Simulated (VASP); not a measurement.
## Cu3B: single point with PBE

Crystal: Cu3B.

```xyz
4
Lattice="3.9164 0.0000 0.0000 0.0000 3.9164 0.0000 0.0000 0.0000 3.9164" Properties=species:S:1:pos:R:3 pbc="T T T"
Cu    1.9582    0.0000    0.0000
Cu    0.0000    1.9582    0.0000
Cu    0.0000    0.0000    1.9582
B     0.0000    0.0000    0.0000
```

The cell was built from a structure type or drawn by symmetry, and may not be a known phase.

```yaml
Program: VASP 6.6.1
Task: single point
Functional: PBE
Potentials_or_basis: VASP PAW PBE potentials, release 64 (Cu, B)
Cutoff: 600 eV
k_mesh: 5 × 5 × 5
Occupations: gaussian, width 0.2 eV
Spin: no spin polarisation
```

The pressure is 1.0 GPa. The band gap on the k mesh is zero (bands 18 and 19 overlap by 1.78 eV).

Levels at points of the mesh, in eV from the Fermi level:
```
           k point  band 16  band 17  band 18  band 19  band 20  band 21
(0.00, 0.00, 0.00)    -1.68    -1.30    -1.30    -1.30     5.03     5.12
```

Wall time 29 s on 1 thread of Intel Xeon 8259CL, with other jobs on the host, peak memory 0.17 GiB.
